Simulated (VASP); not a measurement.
# Ti (P6_3/mmc) in VASP: vibrations by perturbation theory with LDA

Aim: the vibrations by perturbation theory of Ti with LDA.

Program: VASP 6.6.1. These are calculated values, not measurements. Logs are shortened: lines on timing, memory, paths and dates and some standing lists are left out, and cuts for length are marked.

## (1) The cell of the first run

Symmetry: P6_3/mmc, No. 194, hexagonal system. Conventional cell: a = 2.950 Å, b = 2.950 Å, c = 4.680 Å, α = 90.00°, β = 90.00°, γ = 120.00°. Within 3.8 Å of Ti (site symmetry -6m2) lie 12 Ti at 2.89 to 2.95 Å.

## (2) Vibrations by perturbation theory, LDA

File INCAR:

```
SYSTEM = Ti
  PREC = Accurate
  ENCUT = 520
  EDIFF = 1E-8
  ISMEAR = 0
  SIGMA = 0.1
  LREAL = .FALSE.
  LASPH = .TRUE.
  NELM = 80
  ALGO = Normal
  ISIF = 2
  LWAVE = .FALSE.
  LCHARG = .TRUE.
  GGA = CA
  NBANDS = 19
  IBRION = 8
  NSW = 1
```

File KPOINTS:

```
regular mesh
0
G
  12 12 8
  0 0 0
```

File POSCAR:

```
Ti
1.0
    2.9500000000      0.0000000000      0.0000000000
   -1.4750000000      2.5547750000      0.0000000000
    0.0000000000      0.0000000000      4.6800000000
Ti
2
Direct
    0.3333333333      0.6666666667      0.2500000000
    0.6666666667      0.3333333333      0.7500000000
```

Potentials or basis: VASP PAW LDA potentials, release 64 (Ti_sv).

Run with:

```console
> cat potpaw_LDA.64/Ti_sv/POTCAR > POTCAR
> mpirun -np 1 vasp_std > vasp.out
```

OUTCAR:

```text
SYSTEM = Ti
   PREC = Accurate
   ENCUT = 520
   EDIFF = 1E-8
   ISMEAR = 0
   LREAL = .FALSE.
   LASPH = .TRUE.
   NELM = 80
   ISIF = 2
   GGA = CA
   IBRION = 8
   NSW = 1

 ion  position               nearest neighbor table
   1  0.333  0.667  0.250-   2 2.89   2 2.89   2 2.89   2 2.89   2 2.89   2 2.89
   2  0.667  0.333  0.750-   1 2.89   1 2.89   1 2.89   1 2.89   1 2.89   1 2.89

  LATTYP: Found a hexagonal cell.
 ALAT       =     2.9500000000
 C/A-ratio  =     1.5864406780

  Lattice vectors:

 A1 = (   2.9500000000,   0.0000000000,   0.0000000000)
 A2 = (  -1.4750000000,   2.5547750000,   0.0000000000)
 A3 = (   0.0000000000,   0.0000000000,   4.6800000000)

Analysis of symmetry for initial positions (statically):
=====================================================================
 Subroutine PRICEL returns:
 Original cell was already a primitive cell.

 Routine SETGRP: Setting up the symmetry group for a
 hexagonal supercell.

 Subroutine GETGRP returns: Found 24 space group operations
 (whereof 12 operations were pure point group operations)
 out of a pool of 24 trial point group operations.

The static configuration has the point symmetry D_3d.
 The point group associated with its full space group is D_6h.

Analysis of symmetry for dynamics (positions and initial velocities):
=====================================================================
 Subroutine PRICEL returns:
 Original cell was already a primitive cell.

 Routine SETGRP: Setting up the symmetry group for a
 hexagonal supercell.

 Subroutine GETGRP returns: Found 24 space group operations
 (whereof 12 operations were pure point group operations)
 out of a pool of 24 trial point group operations.

The dynamic configuration has the point symmetry D_3d.
 The point group associated with its full space group is D_6h.

 Subroutine INISYM returns: Found 24 space group operations
 (whereof 12 operations are pure point group operations),
[... 701 lines left out ...]
     0.000000000  0.000000000  4.680000000     0.000000000  0.000000000  0.213675214

 POSITION                                       TOTAL-FORCE (eV/Angst)
 -----------------------------------------------------------------------------------
     -0.00000      1.70318      1.17000        -0.000000     -0.000000      0.000000
      1.47500      0.85159      3.51000         0.000000      0.000000      0.000000
 -----------------------------------------------------------------------------------
    total drift:                               -0.000000      0.000000     -0.000000

  FREE ENERGIE OF THE ION-ELECTRON SYSTEM (eV)
  ---------------------------------------------------
  free  energy   TOTEN  =       -17.0027047717 eV

  energy  without entropy=      -16.9917336562  energy(sigma->0) =      -16.99721921

[... ionic steps 2 to 3 ...]

--------------------------------------- Ionic step        4  -------------------------------------------

------------------------ aborting loop because EDIFF is reached ----------------------------------------

[... ionic steps 5 to 5 ...]

--------------------------------------- Ionic step        6  -------------------------------------------

 Free energy of the ion-electron system (eV)
  ---------------------------------------------------
  ---------------------------------------------------
  free energy    TOTEN  =        -0.64193872 eV

  energy without entropy =       -0.64193872

------------------------ aborting loop because EDIFF is reached ----------------------------------------

 INTERNAL STRAIN TENSOR  FOR ION    1  DIRECTION 3   (eV/Angst):
 -----------------------------------------------------------------------------
    -0.02474  0.00000  0.00000
    -0.00000 -0.02474  0.00000
     0.00000  0.00000  0.04761

 INTERNAL STRAIN TENSOR FOR ION    2 for displacements in x,y,z  (eV/Angst):
          X           Y           Z          XY          YZ          ZX
  --------------------------------------------------------------------------------
  x     0.00000     0.00000     0.00000     1.94275     0.00000     0.00000
  y     1.94275    -1.94275     0.00000    -0.00000     0.00000     0.00000
  z    -0.00000    -0.00000     0.00000     0.00000     0.00000     0.00000

 SECOND DERIVATIVES (NOT SYMMETRIZED)
 ------------------------------------
               1X          1Y          1Z          2X          2Y          2Z
  1X    -1.256301    0.000000    0.000000    1.256301    0.000000    0.000000
  1Y     0.000000   -1.256301    0.000000   -0.000000    1.256301    0.000000
  1Z     0.000000    0.000000   -1.521634    0.000000   -0.000000    1.521634
  2X     1.256301    0.000000    0.000000   -1.256301    0.000000    0.000000
  2Y    -0.000000    1.256301    0.000000    0.000000   -1.256301    0.000000
  2Z     0.000000   -0.000000    1.521634    0.000000    0.000000   -1.521634

 Eigenvectors and eigenvalues of the dynamical matrix
 ----------------------------------------------------

   1 f  =    3.941338 THz    24.764158 2PiTHz  131.468891 cm-1    16.300058 meV
             X         Y         Z           dx          dy          dz
     -0.000000  1.703183  1.170000     0.000000   -0.000000    0.707107
      1.475000  0.851592  3.510000     0.000000    0.000000   -0.707107
[... 11 lines left out ...]
   4 f  =    0.000000 THz     0.000000 2PiTHz    0.000001 cm-1     0.000000 meV
             X         Y         Z           dx          dy          dz
     -0.000000  1.703183  1.170000     0.140854   -0.628374   -0.292073
      1.475000  0.851592  3.510000     0.140854   -0.628374   -0.292073

   5 f/i=    0.000000 THz     0.000000 2PiTHz    0.000001 cm-1     0.000000 meV
             X         Y         Z           dx          dy          dz
     -0.000000  1.703183  1.170000     0.687916    0.090994    0.135984
      1.475000  0.851592  3.510000     0.687916    0.090994    0.135984

   6 f/i=    0.000000 THz     0.000000 2PiTHz    0.000002 cm-1     0.000000 meV
             X         Y         Z           dx          dy          dz
     -0.000000  1.703183  1.170000    -0.083257   -0.311234    0.629446
      1.475000  0.851592  3.510000    -0.083257   -0.311234    0.629446

--------------------------------------------------------------------------------------------------------

 ELASTIC MODULI CONTR FROM IONIC RELAXATION (kBar)
 Direction    XX          YY          ZZ          XY          YZ          ZX
 --------------------------------------------------------------------------------
 XX        -136.4679    136.4679      0.0000      0.0000      0.0000      0.0000
 YY         136.4679   -136.4679      0.0000     -0.0000     -0.0000      0.0000
 ZZ           0.0000      0.0000      0.0000      0.0000      0.0000      0.0000
 XY           0.0000     -0.0000      0.0000   -136.4679     -0.0000      0.0000
 YZ           0.0000     -0.0000      0.0000     -0.0000     -0.0000      0.0000
 ZX           0.0000      0.0000      0.0000      0.0000      0.0000      0.0000
 --------------------------------------------------------------------------------
```

OSZICAR:

```text
N       E                     dE             d eps       ncg     rms          rms(c)
DAV:   1     0.260243972331E+03    0.26024E+03   -0.13160E+04  3610   0.156E+03
DAV:   2     0.105554108948E+02   -0.24969E+03   -0.24571E+03  3715   0.440E+02
DAV:   3    -0.180380646954E+02   -0.28593E+02   -0.28296E+02  6705   0.122E+02
DAV:   4    -0.191704156372E+02   -0.11324E+01   -0.11313E+01  4143   0.256E+01
[... 53 lines left out ...]
RMM:  14    -0.641938523790E+00    0.18368E-05    0.27736E-05 12098   0.110E-03    0.319E-05
RMM:  15    -0.641938312798E+00    0.21099E-06    0.26217E-05 12625   0.743E-04    0.305E-05
RMM:  16    -0.641938572758E+00   -0.25996E-06    0.21370E-05 12343   0.511E-04    0.267E-05
RMM:  17    -0.641938718338E+00   -0.14558E-06    0.19831E-05 12389   0.375E-04    0.289E-05
 Linear response finished
```

stdout:

```text
POSCAR found type information on POSCAR Ti
 POSCAR found :  1 types and       2 ions
 scaLAPACK will be used
 LDA part: xc-table for (Slater(with rela. corr.)+CA(PZ))
 , standard interpolation
 POSCAR, INCAR and KPOINTS ok, starting setup
 FFT: planning ... GRIDC
 FFT: planning ... GRID_SOFT
 FFT: planning ... GRID
 WAVECAR not read
 entering main loop
 Linear response reoptimize wavefunctions to high precision
 Linear response DOF=           2
 Linear response progress:
 first order change of Fermi-energy   0.11990E-03
 force on displaced ion       1 direction 1 :  -1.256  -0.000   0.000
 Linear response progress:
 first order change of Fermi-energy  -0.15377E-03
 force on displaced ion       1 direction 3 :  -0.000   0.000  -1.522
 Linear response finished
```

Run time: 20 min. Hardware: 1 thread of AMD EPYC 7R13, shared host; peak memory 0.5 GiB.

Results:

```
Highest phonon frequency at Γ : 131 cm⁻¹
```

Phonon frequencies in cm⁻¹ (negative: imaginary):
| q point | frequencies |
| --- | --- |
| (0.000, 0.000, 0.000) | 0 0 0 119 119 131 |

Caveat: the cell wasn't relaxed at this level first, which shifts response properties.
